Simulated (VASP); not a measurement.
# La16HO24 (a cell with a defect) (H interstitial hop between voids) in VASP: notebook

La16HO24 (a cell with a defect) (H interstitial hop between voids) is run at these levels: PBE; tasks: single point.

All numbers are computed with VASP 6.6.1; they aren't measurements. Logs are shortened: lines on timing, memory, paths and dates and some standing lists are left out, and cuts for length are marked.

## 1. The cell of the first run

The cell holds a defect, 41 atoms: a = 7.881 Å, b = 7.881 Å, c = 12.376 Å, α = 90.00°, β = 90.00°, γ = 120.00°.

## 2. Single point, PBE

INCAR

```
ALGO = Normal
EDIFF = 1E-6
ENCUT = 520
GGA = PE
ISIF = 2
ISMEAR = -1
LASPH = T
LCHARG = F
LREAL = Auto
LWAVE = F
NBANDS = 186
NELECT = 320.0
NELM = 100
PREC = Accurate
SIGMA = 0.01
```

KPOINTS

```
k-points
0
Gamma
  1 1 1
```

POSCAR

```
La16HO24
1.0
    7.8811453700     -0.0000000600      0.0000000000
   -3.9405726400      6.8252721300      0.0000000000
    0.0000000000      0.0000000000     12.3757188400
La O H
16 24 1
Direct
    0.3302565122      0.1580446903      0.3748540234
    0.1883448741      0.3350427599      0.0990245509
    0.3368329761      0.1595980350      0.8722412928
    0.1678061246      0.3272911274      0.6239151115
    0.3345527125      0.6668841818      0.3768598059
    0.1700648596      0.8266123171      0.1245612493
    0.3366258391      0.6638489915      0.8729379796
    0.1626320898      0.8250529653      0.6239353124
    0.8070006224      0.1463323410      0.3944326841
    0.6762830458      0.3259642983      0.1273479157
    0.8318829836      0.1591823783      0.8734111642
    0.6669226280      0.3319776848      0.6251124561
    0.8336680077      0.6594271942      0.3758931550
    0.6760399766      0.8383825482      0.1276403432
    0.8337238229      0.6600217492      0.8780847513
    0.6664617079      0.8221055415      0.6259123288
    0.3352467521      0.1646000333      0.1775668976
    0.1546489327      0.3271950139      0.3204322150
   -0.0005692496     -0.0023588803     -0.0001305783
    0.3331693399      0.1594017058      0.6786668402
    0.1688165312      0.3277157258      0.8231960609
   -0.0001643942     -0.0067273508      0.4998995275
    0.3360427359      0.6574703447      0.1780680402
    0.1682578644      0.8285515804      0.3187334854
    0.0003524386      0.4919106427     -0.0006987069
    0.3330826216      0.6615682033      0.6782801152
    0.1674005138      0.8273840079      0.8218771880
   -0.0039373822      0.4974743769      0.5008789453
    0.8611138013      0.1781568600      0.1908766699
    0.6625283747      0.3225395263      0.3240082497
    0.5172768595      0.0002218272      0.0034253364
    0.8298783439      0.1585850394      0.6738288182
    0.6677786875      0.3281253842      0.8190865622
    0.4917749216     -0.0095984408      0.4925114314
    0.8341982964      0.6605263445      0.1807527327
    0.6648955657      0.8291253348      0.3236567550
    0.5029146073      0.4957860970     -0.0016391775
    0.8326475845      0.6602623257      0.6802008925
    0.6677221779      0.8266779599      0.8188292843
    0.4887086922      0.4885714395      0.4991265623
    0.0462035700      0.2931972476      0.2661144813
```

Potentials or basis: VASP PAW PBE potentials, release 64 (La, O, H).

Started as:

```
> cat potpaw_PBE.64/La/POTCAR potpaw_PBE.64/O/POTCAR potpaw_PBE.64/H/POTCAR > POTCAR
> mpirun -np 1 vasp_gam > vasp.out
```

OUTCAR:

```text
EDIFF = 1E-6
   ENCUT = 520
   GGA = PE
   ISIF = 2
   ISMEAR = -1
   LASPH = T
   LREAL = Auto
   NELECT = 320.0
   NELM = 100
   PREC = Accurate

 ion  position               nearest neighbor table
   1  0.330  0.158  0.375-  30 2.35  24 2.35  17 2.44  18 2.45  34 2.68  40 2.73  22 2.74
   2  0.188  0.335  0.099-  17 2.38  23 2.41  37 2.48  29 2.51  19 2.61  25 2.66  18 2.75   3 3.57
                             7 3.59
   3  0.337  0.160  0.872-  27 2.35  33 2.35  21 2.37  20 2.40  37 2.78  19 2.79   2 3.57
   4  0.168  0.327  0.624-  20 2.37  26 2.38  32 2.39  21 2.47  40 2.68  22 2.75  28 2.79
   5  0.335  0.667  0.377-  36 2.35  24 2.35  18 2.42  23 2.46  34 2.63  40 2.73  28 2.77
   6  0.170  0.827  0.125-  23 2.38  35 2.40  17 2.40  24 2.40  25 2.76  19 2.80  31 2.80
   7  0.337  0.664  0.873-  39 2.36  27 2.36  21 2.38  26 2.41  37 2.76  25 2.78  31 2.81   2 3.59

   8  0.163  0.825  0.624-  38 2.36  26 2.38  20 2.38  27 2.45  28 2.71  22 2.73  34 2.77
   9  0.807  0.146  0.394-  36 2.34  30 2.36  34 2.47  18 2.54  29 2.55  22 2.70  28 2.74  12 3.62
                            16 3.62
  10  0.676  0.326  0.127-  35 2.38  29 2.41  17 2.41  30 2.44  31 2.70  25 2.72
  11  0.832  0.159  0.873-  39 2.37  33 2.37  21 2.38  32 2.47  31 2.68  19 2.74  25 2.75
  12  0.667  0.332  0.625-  38 2.34  20 2.37  32 2.37  33 2.40  28 2.72  40 2.77   9 3.62
  13  0.834  0.659  0.376-  30 2.39  24 2.39  36 2.40  35 2.42  28 2.70  22 2.75  40 2.81
  14  0.676  0.838  0.128-  35 2.39  23 2.40  36 2.43  29 2.45  31 2.67  19 2.72
  15  0.834  0.660  0.878-  33 2.38  27 2.38  39 2.39  38 2.45  37 2.70  25 2.73  19 2.75
  16  0.666  0.822  0.626-  38 2.34  26 2.37  32 2.37  39 2.39  22 2.76  40 2.77   9 3.62
  17  0.335  0.165  0.178-   2 2.38   6 2.40  10 2.41   1 2.44
  18  0.155  0.327  0.320-  41 1.01   5 2.42   1 2.45   9 2.54   2 2.75
  19  0.999  0.998  1.000-   2 2.61  14 2.72  11 2.74  15 2.75   3 2.79   6 2.80
  20  0.333  0.159  0.679-  12 2.37   4 2.37   8 2.38   3 2.40
  21  0.169  0.328  0.823-   3 2.37   7 2.38  11 2.38   4 2.47
  22  1.000  0.993  0.500-   9 2.70   8 2.73   1 2.74  13 2.75   4 2.75  16 2.76
  23  0.336  0.657  0.178-   6 2.38  14 2.40   2 2.41   5 2.46
  24  0.168  0.829  0.319-   5 2.35   1 2.35  13 2.39   6 2.40
  25  0.000  0.492  0.999-   2 2.66  10 2.72  15 2.73  11 2.75   6 2.76   7 2.78
  26  0.333  0.662  0.678-  16 2.37   8 2.38   4 2.38   7 2.41
  27  0.167  0.827  0.822-   3 2.35   7 2.36  15 2.38   8 2.45
  28  0.996  0.497  0.501-  13 2.70   8 2.71  12 2.72   9 2.74   5 2.77   4 2.79
  29  0.861  0.178  0.191-  10 2.41  14 2.45   2 2.51   9 2.55
  30  0.663  0.323  0.324-   1 2.35   9 2.36  13 2.39  10 2.44
  31  0.517  0.000  0.003-  14 2.67  11 2.68  10 2.70   6 2.80   7 2.81
  32  0.830  0.159  0.674-  16 2.37  12 2.37   4 2.39  11 2.47
  33  0.668  0.328  0.819-   3 2.35  11 2.37  15 2.38  12 2.40
  34  0.492  0.990  0.493-   9 2.47   5 2.63   1 2.68   8 2.77
  35  0.834  0.661  0.181-  10 2.38  14 2.39   6 2.40  13 2.42
  36  0.665  0.829  0.324-   9 2.34   5 2.35  13 2.40  14 2.43
  37  0.503  0.496  0.998-   2 2.48  15 2.70   7 2.76   3 2.78
  38  0.833  0.660  0.680-  16 2.34  12 2.34   8 2.36  15 2.45
  39  0.668  0.827  0.819-   7 2.36  11 2.37  15 2.39  16 2.39
  40  0.489  0.489  0.499-   4 2.68   5 2.73   1 2.73  16 2.77  12 2.77  13 2.81
  41  0.046  0.293  0.266-  18 1.01

  LATTYP: Found a hexagonal cell.
 ALAT       =     7.8811453700
 C/A-ratio  =     1.5702944507

  Lattice vectors:

 A1 = (   7.8811453700,  -0.0000000600,   0.0000000000)
 A2 = (  -3.9405726400,   6.8252721300,   0.0000000000)
 A3 = (   0.0000000000,   0.0000000000,  12.3757188400)

Analysis of symmetry for initial positions (statically):
=====================================================================
 Subroutine PRICEL returns:
 Original cell was already a primitive cell.

 Routine SETGRP: Setting up the symmetry group for a
 hexagonal supercell.

 Subroutine GETGRP returns: Found  1 space group operations
 (whereof  1 operations were pure point group operations)
 out of a pool of 24 trial point group operations.

The static configuration has the point symmetry C_1 .

Analysis of symmetry for dynamics (positions and initial velocities):
=====================================================================
 Subroutine PRICEL returns:
 Original cell was already a primitive cell.

 Routine SETGRP: Setting up the symmetry group for a
 hexagonal supercell.

 Subroutine GETGRP returns: Found  1 space group operations
 (whereof  1 operations were pure point group operations)
 out of a pool of 24 trial point group operations.

The dynamic configuration has the point symmetry C_1 .

 Subroutine INISYM returns: Found  1 space group operations
 (whereof  1 operations are pure point group operations),
 and found     1 'primitive' translations

----------------------------------------------------------------------------------------

[... 71 lines left out ...]
   NGXF,Y,Z  is equivalent  to a cutoff of  25.31, 25.31, 25.79 a.u.
 SYSTEM =  unknown system
   PREC   = accura    normal or accurate (medium, high low for compatibility)
   ISTART =      0    job   : 0-new  1-cont  2-samecut
   ICHARG =      2    charge: 1-file 2-atom 10-const
   ISPIN  =      1    spin polarized calculation?
   LNONCOLLINEAR =      F non collinear calculations
   LSORBIT =      F    spin-orbit coupling
   LASPH  =      T    aspherical Exc in radial PAW
   ENCUT  =  520.0 eV  38.22 Ry    6.18 a.u.  14.65 14.65 23.01*2*pi/ulx,y,z
   NELM   =    100;   NELMIN=  2; NELMDL= -5     # of ELM steps
   EDIFF  = 0.1E-05   stopping-criterion for ELM
   LREAL  =      T    real-space projection
   EDIFFG = 0.1E-04   stopping-criterion for IOM
   NSW    =      0    number of steps for IOM
   IBRION =     -1    ionic relax: 0-MD 1-quasi-New 2-CG
   NFREE  =      0    steps in history (QN), initial steepest desc. (CG)
   ISIF   =      2    stress and relaxation
   ISYM   =      2    0-nonsym 1-usesym 2-fastsym
   POTIM  = 0.5000    time-step for ionic-motion
   TEBEG  =    0.0;   TEEND  =   0.0 temperature during run
   PSTRESS=    0.0 pullay stress
   NELECT =     320.0000    total number of electrons
   NUPDOWN=      -1.0000    fix difference up-down
   EMIN   =  10.00;   EMAX   =-10.00  energy-range for DOS
   EFERMI =   0.00;   METHOD = LEGACY
   ISMEAR =    -1;   SIGMA  =   0.01  broadening in eV -4-tet -1-fermi 0-gaus
   EFERMI_NEDOS =   21; number of points for ismear=-14 and -15
   IALGO  =     38    algorithm
   IMIX   =      4    mixing-type and parameters
     AMIX     =   0.40;   BMIX     =  1.00
     AMIX_MAG =   1.60;   BMIX_MAG =  1.00
  volume/ion in A,a.u.               =      16.24       109.57
  Fermi-wavevector in a.u.,A,eV,Ry     =   1.282424  2.423430 22.376289  1.644611
  Thomas-Fermi vector in A             =   2.414736
   LORBIT       =      0    0 simple, 1 ext, 2 COOP (PROOUT), +10 PAW based schemes
   GGA     = PE    functional components
   LHFCALC =     F    Hartree Fock is set to
   AEXX    =    0.0000 exact exchange contribution
   IVDW    =     0    specifies the selected vdW correction
   LEPSILON=     F    determine dielectric tensor
   LRPA    =     F    only Hartree local field effects (RPA)
 non-spin polarized calculation
  energy-cutoff  :      520.00
  volume of cell :      665.70
 maximum number of plane-waves:      8979
 NGX is ok and might be reduce to    60
   NGX = 29   NGY = 29   NGZ = 47

 number of electron     319.9999989 magnetization

 Free energy of the ion-electron system (eV)
  ---------------------------------------------------
  ext. energy  EPLUGINS =         0.00000000
  ---------------------------------------------------
  free energy    TOTEN  =      -343.39196485 eV

  energy without entropy =     -343.39196485  energy(sigma->0) =     -343.39196485

 E-fermi :   6.1792     XC(G=0): -10.3644

 val. band max:        5.8549506363   @ k =   0.0000   0.0000   0.0000
 cond. band min:       9.5788831443   @ k =   0.0000   0.0000   0.0000
 fundamental gap:      3.7239325080
 Fermi energy:         6.1791528084

 k-point     1 :       0.0000    0.0000    0.0000
  band No.  band energies     occupation
      1     -24.0495      2.00000
      2     -23.9638      2.00000
      3     -23.9146      2.00000
      4     -23.8878      2.00000
      5     -23.8620      2.00000
      6     -23.8302      2.00000
[... 164 lines left out ...]
    171      10.4686      0.00000
    172      10.4972      0.00000
 [bands above 172 left out]

------------------------ aborting loop because EDIFF is reached ----------------------------------------

  FORCE on cell =-STRESS in cart. coord.  units (eV):
  Direction    XX          YY          ZZ          XY          YZ          ZX
  --------------------------------------------------------------------------------------
  -------------------------------------------------------------------------------------
  Total       -5.6760987     -4.9913273     -3.2258019     -0.4932130     -1.4091450     -2.6838341
  in kB      -13.6609462    -12.0128731     -7.7636962     -1.1870401     -3.3914587     -6.4593156
  external PRESSURE =     -11.1458385 kB  Pullay stress =       0.0000000 kB

 VOLUME and BASIS-vectors are now :
 -----------------------------------------------------------------------------
  energy-cutoff  :      520.00
  volume of cell :      665.70
      direct lattice vectors                 reciprocal lattice vectors
     7.881145370 -0.000000060  0.000000000     0.126885111  0.073257152  0.000000000
    -3.940572640  6.825272130  0.000000000     0.000000001  0.146514305  0.000000000
     0.000000000  0.000000000 12.375718840     0.000000000  0.000000000  0.080803387

 POSITION                                       TOTAL-FORCE (eV/Angst)
 -----------------------------------------------------------------------------------
      1.98001      1.07870      4.63909        -0.046358      0.018927     -0.029332
      0.16411      2.28676      1.22550         0.025538      0.043625     -0.001790
      2.02572      1.08930     10.79461         0.009157     -0.016652      0.007229
      0.03279      2.23385      7.72140         0.000792      0.013947      0.022868
      0.00875      4.55167      4.66391        -0.012033     -0.070696     -0.062679
     -1.91702      5.64185      1.54153        -0.015297      0.005040     -0.015009
[... 33 lines left out ...]
      1.92633      3.33463      6.17705        -0.004975      0.000515     -0.000661
     -0.79123      2.00115      3.29336        -0.095210     -0.280085     -0.092091
 -----------------------------------------------------------------------------------
    total drift:                               -0.008548     -0.003983      0.003172

  FREE ENERGIE OF THE ION-ELECTRON SYSTEM (eV)
  ---------------------------------------------------
  free  energy   TOTEN  =      -343.3919648498 eV

  energy  without entropy=     -343.3919648498  energy(sigma->0) =     -343.39196485
```

Run time: 6.4 min. Hardware: 1 thread of AMD EPYC 7R13 (Zen 3), shared host; peak memory 0.69 GiB.

What came out:

```
Free energy   : -343.3920 eV
Largest force : 0.310 eV/Å
```

Forces in eV/Å, atoms in the order of the input:
```
La  -0.046  0.019 -0.029
La   0.026  0.044 -0.002
La   0.009 -0.017  0.007
La   0.001  0.014  0.023
La  -0.012 -0.071 -0.063
La  -0.015  0.005 -0.015
La  -0.017  0.022  0.003
La   0.023  0.011  0.026
La   0.002  0.000  0.022
La  -0.008  0.034  0.004
La  -0.005  0.012  0.009
La  -0.013 -0.022  0.050
La  -0.012  0.003 -0.044
La   0.033 -0.001 -0.008
La   0.008  0.010  0.001
La  -0.029  0.001  0.042
O    0.016  0.010 -0.002
O    0.070  0.042  0.046
O   -0.010  0.005  0.004
O    0.000  0.003 -0.006
O    0.004  0.005 -0.028
O    0.006 -0.019  0.002
O    0.010  0.040 -0.025
O    0.000  0.005  0.002
O    0.000 -0.004  0.007
O    0.006 -0.010  0.004
O    0.004  0.009  0.032
O   -0.003  0.011  0.002
O    0.030  0.047  0.037
O    0.001  0.006  0.026
O    0.023  0.033  0.003
O    0.009  0.010 -0.042
O   -0.004  0.008  0.003
O   -0.005 -0.006 -0.004
O   -0.003  0.008 -0.011
O   -0.005  0.013  0.032
O    0.006 -0.005 -0.006
O   -0.006  0.006 -0.017
O    0.006 -0.003  0.008
O   -0.005  0.001 -0.001
H   -0.095 -0.280 -0.092
```

Caveat: the k points lie up to 0.92 Å⁻¹ apart; the cell carries a net charge on a neutralising background, which shifts energy and pressure; the cell is charged against a uniform background, so pressure and absolute levels hang on convention; spin-orbit coupling is left out, which moves the levels of the heavy elements.

## 3. Single point, PBE

INCAR

```
SYSTEM = La16HO24
  PREC = Accurate
  ENCUT = 520
  EDIFF = 1E-6
  ISMEAR = -1
  SIGMA = 0.01
  LREAL = Auto
  LASPH = .TRUE.
  NELM = 100
  ALGO = Normal
  ISIF = 2
  LWAVE = .FALSE.
  LCHARG = .FALSE.
  GGA = PE
  NBANDS = 186
  NELECT = 320.0
```

KPOINTS

```
Automatic mesh
0
G
  1 1 1
  0 0 0
```

POSCAR

```
La16HO24
1.0
    7.8811453700     -0.0000000600      0.0000000000
   -3.9405726400      6.8252721300      0.0000000000
    0.0000000000      0.0000000000     12.3757188400
La O H
16 24 1
Direct
    0.3377388969      0.1638460707      0.3757300129
    0.1662057710      0.3108400617      0.0997717398
    0.3365882146      0.1584103900      0.8723929607
    0.1682551284      0.3273605752      0.6241223722
    0.3498571271      0.6853813199      0.3920536708
    0.1699552758      0.8202305935      0.1275327939
    0.3366338529      0.6633227121      0.8739272554
    0.1639594555      0.8275488365      0.6253422609
    0.8248298214      0.1568355121      0.3791626216
    0.6711514649      0.3252109217      0.1252996307
    0.8324630193      0.1594065451      0.8739123068
    0.6712813829      0.3330658466      0.6246766026
    0.8369081154      0.6610860291      0.3762809304
    0.6603344423      0.8214901813      0.1274154674
    0.8362683181      0.6613534177      0.8788622415
    0.6731746984      0.8284160591      0.6271099966
    0.3321923195      0.1615249911      0.1791627645
    0.1635287780      0.3361143653      0.3240696603
    0.0018002359     -0.0065833272     -0.0007383814
    0.3362369924      0.1617497441      0.6786321755
    0.1686695051      0.3266725440      0.8234966495
    0.0048034599      0.0035075525      0.4997143261
    0.3166210808      0.6349650148      0.1902170719
    0.1730293255      0.8321534881      0.3243768747
    0.0036537554      0.4957636759     -0.0008260530
    0.3368555458      0.6642995230      0.6749876195
    0.1681807280      0.8277864827      0.8196292378
   -0.0036780971      0.4987017272      0.5021173380
    0.8411613334      0.1614592106      0.1792750812
    0.6671208093      0.3261112521      0.3199464250
    0.4986448961     -0.0183186791      0.0039016723
    0.8340497071      0.1618186102      0.6788068724
    0.6686122202      0.3282043554      0.8222145422
    0.5040513859      0.0005004973      0.4924495360
    0.8358798193      0.6609550453      0.1810900061
    0.6663792889      0.8291962477      0.3228909005
    0.4992223403      0.4970442153      0.0005281309
    0.8352721111      0.6624146208      0.6808214625
    0.6695648965      0.8278660444      0.8199976204
    0.5009285427      0.4945057085      0.4996582485
    0.1736979820      0.4343818025      0.2701948908
```

Potentials or basis: VASP PAW PBE potentials, release 64 (La, O, H).

Started as:

```
> cat potpaw_PBE.64/La/POTCAR potpaw_PBE.64/O/POTCAR potpaw_PBE.64/H/POTCAR > POTCAR
> mpirun -np 1 vasp_gam > vasp.out
```

It took 7.1 min on 1 thread of AMD EPYC 7R13 (Zen 3), shared host; peak memory 0.7 GiB.

The run converged. Its results:

```
Free energy   : -343.3189 eV
Largest force : 0.344 eV/Å
```

Forces on the atoms (eV/Å):
```
La  -0.022  0.017 -0.021
La  -0.033 -0.055 -0.022
La   0.001 -0.006 -0.003
La  -0.001 -0.009  0.033
La  -0.007  0.026  0.049
La  -0.003 -0.005  0.023
La  -0.006  0.003 -0.007
La  -0.003  0.002  0.019
La   0.010  0.016 -0.055
La  -0.023 -0.004  0.008
La  -0.006 -0.003 -0.007
La   0.001 -0.013  0.010
La  -0.012  0.004 -0.006
La  -0.027 -0.037  0.019
La  -0.004  0.009 -0.023
La   0.003  0.008  0.005
O    0.003 -0.014 -0.013
O    0.051 -0.070  0.068
O   -0.001 -0.011 -0.003
O   -0.004  0.002 -0.010
O   -0.010 -0.008 -0.010
O    0.000  0.013  0.001
O   -0.017 -0.043  0.035
O    0.005  0.006  0.007
O    0.006 -0.006  0.004
O   -0.010  0.001 -0.020
O   -0.001 -0.006  0.006
O   -0.001  0.002 -0.001
O   -0.016 -0.038 -0.033
O   -0.008  0.001 -0.009
O   -0.017 -0.037  0.007
O   -0.003  0.008  0.000
O   -0.003 -0.013  0.019
O    0.006  0.009  0.008
O   -0.013 -0.002 -0.016
O   -0.003 -0.006  0.017
O   -0.019 -0.012  0.010
O   -0.004  0.002  0.010
O   -0.008 -0.004  0.012
O    0.011  0.009  0.006
H    0.189  0.263 -0.117
```

Levels at points of the mesh, in eV from the Fermi level:
```tsv
k point	band 158	band 159	band 160	band 161	band 162	band 163
(0.00, 0.00, 0.00)	-0.36	-0.34	-0.32	3.40	3.47	3.50
```

Caveat: the k points lie up to 0.92 Å⁻¹ apart; the cell carries a net charge on a neutralising background, which shifts energy and pressure; the cell is charged against a uniform background, so pressure and absolute levels hang on convention; spin-orbit coupling is left out, which moves the levels of the heavy elements.
